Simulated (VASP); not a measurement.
Input of a VASP 6.6.1 run:

File POSCAR:

```
LiNbO3
1.0
    2.5614136524      1.4788312050      4.5972084629
   -2.5614136524      1.4788312050      4.5972084629
    0.0000000000     -2.9576673801      4.5972068642
Li Nb O
2 2 6
Direct
    0.2775913207      0.2775913207      0.2775913207
    0.7775913207      0.7775913207      0.7775913207
   -0.0044532897     -0.0044532897     -0.0044532897
    0.4955467103      0.4955467103      0.4955467103
    0.1020323384      0.3597902810      0.7143393497
    0.7143393497      0.1020323384      0.3597902810
    0.3597902810      0.7143393497      0.1020323384
    0.2143393497      0.8597902810      0.6020323384
    0.8597902810      0.6020323384      0.2143393497
    0.6020323384      0.2143393497      0.8597902810
```

Contents of INCAR.step1:

```
ALGO     = Normal         # electronic algorithm
EDIFF    = 1E-4           # SCF threshold, eV
ENCUT    = 520            # plane-wave cutoff, eV
GGA      = PE             # functional
ISMEAR   = -1             # smearing method
LASPH    = T              # aspherical terms in the spheres
LCHARG   = F              # write CHGCAR
LREAL    = F              # projectors in reciprocal space
LWAVE    = T              # write WAVECAR
NBANDS   = 45             # bands
NELM     = 80             # most SCF steps
PREC     = Accurate       # precision mode
SIGMA    = 0.0265         # smearing width, eV
```

File INCAR.step2:

```
ALGO     = Normal         # electronic algorithm
EDIFF    = 1E-6           # SCF threshold, eV
ENCUT    = 520            # plane-wave cutoff, eV
ISIF     = 2              # what is computed and relaxed
ISMEAR   = -1             # smearing method
ISTART   = 1            
LASPH    = T              # aspherical terms in the spheres
LCHARG   = F              # write CHGCAR
LMIXTAU  = T            
LREAL    = F              # projectors in reciprocal space
LWAVE    = F              # write WAVECAR
METAGGA  = R2SCAN         # meta-GGA
NBANDS   = 45             # bands
NELM     = 80             # most SCF steps
PREC     = Accurate       # precision mode
SIGMA    = 0.0265         # smearing width, eV
```

File KPOINTS:

```
k-points
0
Gamma
  4 4 4
```

Potentials or basis: VASP PAW PBE potentials, release 64 (Li_sv, Nb_sv, O).

Command:

```sh
$ cat potpaw_PBE.64/Li_sv/POTCAR potpaw_PBE.64/Nb_sv/POTCAR potpaw_PBE.64/O/POTCAR > POTCAR
$ cp INCAR.step1 INCAR
$ mpirun -np 1 vasp_std > vasp.out
$ cp INCAR.step2 INCAR
$ mpirun -np 1 vasp_std > vasp.out
```

Question: What does it give for the band gap on the k mesh?

Answer: 4.04 eV (least direct gap 4.09 eV).

Question: Predict the largest force.

Answer: 0.047 eV/Å.

Forces on the atoms (eV/Å):
```
Li   0.000  0.000  0.047
Li   0.000  0.000  0.047
Nb   0.000  0.000 -0.032
Nb   0.000  0.000 -0.032
O   -0.009  0.006 -0.005
O   -0.001 -0.011 -0.005
O    0.010  0.005 -0.005
O   -0.010  0.005 -0.005
O    0.009  0.006 -0.005
O    0.001 -0.011 -0.005
```

Caveat: the PAW data sets were made with another functional, which shifts forces and pressure a little. r2SCAN opens gaps a little over a GGA but as a rule still falls short of measured ones.
